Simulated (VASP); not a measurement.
# Ti (Fm-3m) in VASP: single point with r2SCAN

Aim: the single point of Ti with r2SCAN.

Program: VASP 6.6.1. These are calculated values, not measurements. Logs are shortened: lines on timing, memory, paths and dates and some standing lists are left out, and cuts for length are marked.

### Step 1. The cell of the first run

Symmetry: Fm-3m, No. 225, cubic system. Conventional cell: a = 4.111 Å, b = 4.111 Å, c = 4.111 Å, α = 90.00°, β = 90.00°, γ = 90.00°. Ti (site symmetry m-3m) has 12 Ti at 2.91 Å within 3.8 Å.

### Step 2. Single point, r2SCAN

File POSCAR:

```
Ti
1.0
    0.0000000000      2.0553053055      2.0553053055
    2.0553053055      0.0000000000      2.0553053055
    2.0553053055      2.0553053055      0.0000000000
Ti
1
Direct
    0.0000000000      0.0000000000      0.0000000000
```

File INCAR.step1:

```
SYSTEM = Ti
PREC = Accurate ; ENCUT = 520
ISMEAR = 0 ; SIGMA = 0.05
LREAL = .FALSE. ; LASPH = .TRUE.
NELM = 80 ; NBANDS = 12
GGA = PE ; ALGO = Normal
EDIFF = 1E-4 ; LWAVE = .TRUE.
LCHARG = .FALSE.
```

File INCAR.step2:

```
SYSTEM = Ti
PREC = Accurate ; ENCUT = 520
EDIFF = 1E-6 ; ISMEAR = 0
SIGMA = 0.05 ; LREAL = .FALSE.
LASPH = .TRUE. ; NELM = 80
ALGO = Normal ; ISIF = 2
LWAVE = .FALSE. ; LCHARG = .FALSE.
METAGGA = R2SCAN ; LMIXTAU = .TRUE.
NBANDS = 12 ; ISTART = 1
```

File KPOINTS:

```
Automatic mesh
0
G
  18 18 18
  0 0 0
```

Potentials or basis: VASP PAW PBE potentials, release 64 (Ti_sv).

Launch:

```
> cat potpaw_PBE.64/Ti_sv/POTCAR > POTCAR
> cp INCAR.step1 INCAR
> mpirun -np 1 vasp_std > vasp.out
> cp INCAR.step2 INCAR
> mpirun -np 1 vasp_std > vasp.out
```

OUTCAR:

```text
SYSTEM = Ti
   PREC = Accurate
   ENCUT = 520
   EDIFF = 1E-6
   ISMEAR = 0
   LREAL = .FALSE.
   LASPH = .TRUE.
   NELM = 80
   ISIF = 2
   METAGGA = R2SCAN
   ISTART = 1

 ion  position               nearest neighbor table
   1  0.000  0.000  0.000-

  LATTYP: Found a face centered cubic cell.
 ALAT       =     4.1106106110

  Lattice vectors:

 A1 = (   0.0000000000,   2.0553053055,   2.0553053055)
 A2 = (   2.0553053055,   0.0000000000,   2.0553053055)
 A3 = (   2.0553053055,   2.0553053055,   0.0000000000)

Analysis of symmetry for initial positions (statically):
=====================================================================
 Subroutine PRICEL returns:
 Original cell was already a primitive cell.

 Routine SETGRP: Setting up the symmetry group for a
 face centered cubic supercell.

 Subroutine GETGRP returns: Found 48 space group operations
 (whereof 48 operations were pure point group operations)
 out of a pool of 48 trial point group operations.

The static configuration has the point symmetry O_h .

Analysis of symmetry for dynamics (positions and initial velocities):
=====================================================================
 Subroutine PRICEL returns:
 Original cell was already a primitive cell.

 Routine SETGRP: Setting up the symmetry group for a
 face centered cubic supercell.

 Subroutine GETGRP returns: Found 48 space group operations
 (whereof 48 operations were pure point group operations)
 out of a pool of 48 trial point group operations.

The dynamic configuration has the point symmetry O_h .

 Subroutine INISYM returns: Found 48 space group operations
 (whereof 48 operations are pure point group operations),
 and found     1 'primitive' translations

----------------------------------------------------------------------------------------

                                     Primitive cell

  volume of cell :      17.3644

  direct lattice vectors                    reciprocal lattice vectors
     0.000000000  2.055305306  2.055305306    -0.243272860  0.243272860  0.243272860
     2.055305306  0.000000000  2.055305306     0.243272860 -0.243272860  0.243272860
     2.055305306  2.055305306  0.000000000     0.243272860  0.243272860 -0.243272860

  length of vectors
     2.906640638  2.906640638  2.906640638     0.421360954  0.421360954  0.421360954

  position of ions in fractional coordinates (direct lattice)
     0.000000000  0.000000000  0.000000000

  ion indices of the primitive-cell ions
   primitive index   ion index
[... 75 lines left out ...]
   EDIFFG = 0.1E-04   stopping-criterion for IOM
   NSW    =      0    number of steps for IOM
   IBRION =     -1    ionic relax: 0-MD 1-quasi-New 2-CG
   NFREE  =      0    steps in history (QN), initial steepest desc. (CG)
   ISIF   =      2    stress and relaxation
   ISYM   =      2    0-nonsym 1-usesym 2-fastsym
   POTIM  = 0.5000    time-step for ionic-motion
   TEBEG  =    0.0;   TEEND  =   0.0 temperature during run
   PSTRESS=    0.0 pullay stress
   NELECT =      12.0000    total number of electrons
   NUPDOWN=      -1.0000    fix difference up-down
   EMIN   =  10.00;   EMAX   =-10.00  energy-range for DOS
   EFERMI =   0.00;   METHOD = LEGACY
   ISMEAR =     0;   SIGMA  =   0.05  broadening in eV -4-tet -1-fermi 0-gaus
   EFERMI_NEDOS =   21; number of points for ismear=-14 and -15
   IALGO  =     38    algorithm
   IMIX   =      4    mixing-type and parameters
     AMIX     =   0.40;   BMIX     =  1.00
     AMIX_MAG =   1.60;   BMIX_MAG =  1.00
  volume/ion in A,a.u.               =      17.36       117.18
  Fermi-wavevector in a.u.,A,eV,Ry     =   1.447379  2.735150 28.502922  2.094906
  Thomas-Fermi vector in A             =   2.565340
   LORBIT       =      0    0 simple, 1 ext, 2 COOP (PROOUT), +10 PAW based schemes
   METAGGA = R2SCAN    functional components
   LHFCALC =     F    Hartree Fock is set to
   AEXX    =    0.0000 exact exchange contribution
   IVDW    =     0    specifies the selected vdW correction
   LEPSILON=     F    determine dielectric tensor
   LRPA    =     F    only Hartree local field effects (RPA)
 non-spin polarized calculation
 Gauss-broadening in eV      SIGMA  =   0.05
  energy-cutoff  :      520.00
  volume of cell :       17.36
 maximum number of plane-waves:       489
 NGX is ok and might be reduce to    24
   NGX = 11   NGY = 11   NGZ = 11

 number of electron      12.0000002 magnetization

 Free energy of the ion-electron system (eV)
  ---------------------------------------------------
  ext. energy  EPLUGINS =         0.00000000
  ---------------------------------------------------
  free energy    TOTEN  =       -12.88104437 eV

  energy without entropy =      -12.87952550  energy(sigma->0) =      -12.88028494

 E-fermi :   8.2271     XC(G=0): -12.4141

 val. band max:        8.2213267111   @ k =  -0.3889   0.3889   0.1667
 cond. band min:       8.2405213260   @ k =   0.2778   0.0556   0.0000
 fundamental gap:      0.0191946148
 Fermi energy:         8.2271166238

 k-point     1 :       0.0000    0.0000    0.0000
  band No.  band energies     occupation
      1     -50.8178      2.00000
      2     -25.6204      2.00000
      3     -25.6203      2.00000
      4     -25.6203      2.00000
      5       1.7625      2.00000
      6       9.2304      0.00000
      7       9.2304      0.00000
      8       9.2304      0.00000
      9      11.0367      0.00000
     10      11.0367      0.00000
     11      24.0181      0.00000
     12      28.9079      0.00000
[... 331 lines left out ...]
 k-point    24 :      -0.2222    0.0556    0.0000
  band No.  band energies     occupation
      1     -50.7551      2.00000
      2     -25.9575      2.00000
      3     -25.6848      2.00000
      4     -25.6550      2.00000
      5       3.5924      2.00000
      6       8.3222      0.00718
      7       9.4908      0.00000
      8       9.5980      0.00000
      9      10.7944      0.00000
     10      11.2908      0.00000
     11      22.0008      0.00000
     12      24.7748      0.00000

 [... further k-points ...]
[... 5 lines left out ...]
  --------------------------------------------------------------------------------------
  -------------------------------------------------------------------------------------
  Total        0.0421831      0.0421831      0.0421831     -0.0000000     -0.0000000     -0.0000000
  in kB        3.8921588      3.8921588      3.8921588     -0.0000000     -0.0000000     -0.0000000
  external PRESSURE =       3.8921588 kB  Pullay stress =       0.0000000 kB

 VOLUME and BASIS-vectors are now :
 -----------------------------------------------------------------------------
  energy-cutoff  :      520.00
  volume of cell :       17.36
      direct lattice vectors                 reciprocal lattice vectors
     0.000000000  2.055305306  2.055305306    -0.243272860  0.243272860  0.243272860
     2.055305306  0.000000000  2.055305306     0.243272860 -0.243272860  0.243272860
     2.055305306  2.055305306  0.000000000     0.243272860  0.243272860 -0.243272860

 POSITION                                       TOTAL-FORCE (eV/Angst)
 -----------------------------------------------------------------------------------
      0.00000      0.00000      0.00000         0.000000     -0.000000     -0.000000
 -----------------------------------------------------------------------------------
    total drift:                               -0.000000     -0.000000     -0.000000

  FREE ENERGIE OF THE ION-ELECTRON SYSTEM (eV)
  ---------------------------------------------------
  free  energy   TOTEN  =       -12.8810443736 eV

  energy  without entropy=      -12.8795255005  energy(sigma->0) =      -12.88028494
```

It took 8.4 min on 1 thread of AMD EPYC 7R13, shared host; peak memory 0.14 GiB.

What came out:

| Property | Result |
| --- | --- |
| Free energy | -12.8810 eV |
| Pressure | 0.4 GPa |
| Band gap on the k mesh | zero (band 6 reaches 9.23 eV, above the bottom of band 7 at 7.80 eV) |

Caveat: the PAW data sets were made with another functional, which shifts forces and pressure a little.
